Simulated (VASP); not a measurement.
Wanted: the native input for a VASP 6.6.1 run.

* Task: single point
* Functional: PBE
* Potentials or basis: VASP PAW PBE potentials, release 64 (Pt)
* Cutoff: 520 eV
* k mesh: 14 × 14 × 5
* Occupations: gaussian, width 0.15 eV
* Spin: no spin polarisation
* Dipole correction: no
* Further INCAR settings: ALGO = Fast; EDIFF = 1e-06; NBANDS = 39

The structure of Pt lies in POSCAR:

```
Pt
1.0
   -3.1627959429      0.0000000000      0.0000000000
    0.0000000000     -3.1627959429      0.0000000000
    0.0000000000      0.0000000000     11.6883878288
Pt
6
Direct
    0.5000000000      0.5000000000      0.0676347207
    0.0000000000      0.0000000000      0.7441172239
    0.5000000000      0.5000000000      0.3382277220
    0.0000000000      0.0000000000      0.2029312213
    0.5000000000      0.5000000000      0.6088207233
    0.0000000000      0.0000000000      0.4735242226
```

These files were run (other wordings do the same):

INCAR

```
SYSTEM = Pt
PREC = Accurate ; ENCUT = 520
EDIFF = 1E-6 ; ISMEAR = 0
SIGMA = 0.15 ; LREAL = .False.
LASPH = .True. ; NELM = 80
ALGO = Fast ; ISIF = 2
LWAVE = .False. ; LCHARG = .True.
GGA = PE ; LELF = .True.
LVHAR = .True. ; NBANDS = 39
```

KPOINTS

```
regular mesh
0
Gamma
  14 14 5
  0 0 0
```

Potentials or basis: VASP PAW PBE potentials, release 64 (Pt).

Command:

```console
$ cat potpaw_PBE.64/Pt/POTCAR > POTCAR
$ mpirun -np 1 vasp_std > vasp.out
```

It gave:

- Pressure: -7.3 GPa
- Largest force: 0.353 eV/Å
- Band gap on the k mesh: zero (bands 30 and 31 overlap by 0.61 eV)

Caveat: the cell stands under tension; spin-orbit coupling is left out, which moves the levels of the heavy elements.

Run time: 8.2 min on 1 thread of Intel(R) Xeon(R) Platinum 8375C CPU @ 2.90GHz (Ice Lake) (shared host), peak memory 0.46 GiB.
